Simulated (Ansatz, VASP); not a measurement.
**One calculation of FeCo, two programs**

```
CELL_PARAMETERS angstrom
2.83299 0.00000 0.00000
0.00000 2.83299 0.00000
0.00000 0.00000 2.83299
ATOMIC_POSITIONS crystal
Fe 0.50000 0.50000 0.50000
Co 0.00000 0.00000 0.00000
```

Change from the starting cell: volume scaled by 0.975, PAW files.

Alike in both runs: task electric field gradients; functional PBE; k mesh 11 × 11 × 11; occupations fermi-dirac, width 0.05 eV; collinear spin.

|  | VASP | Ansatz |
| --- | --- | --- |
| version | VASP 6.6.1 | Ansatz 0.2.0 |
| potentials or method | VASP PAW PBE potentials, release 64 (Fe, Co) | PAW with Ansatz's default frozen-core files, scalar-relativistic |
| plane-wave cutoff (eV) | 520 | 420 |
| valence electrons in the cell | 17 | 33 |

```tsv
	VASP	Ansatz	Ansatz less VASP
pressure (GPa)	1.5	2.2	+0.66
net moment per atom (μB)	2.23	2.24	+0.011
size of the moment on the site where the two differ most (μB)	1.74	1.81	+0.076
```

Site moments also hang on the region over which each program counts them. With one functional, cell and mesh, what is left measures potentials, basis and numerics. VASP's potentials hold 17 valence electrons a cell and Ansatz's 33, so a difference there can come from the potentials and not from the codes.
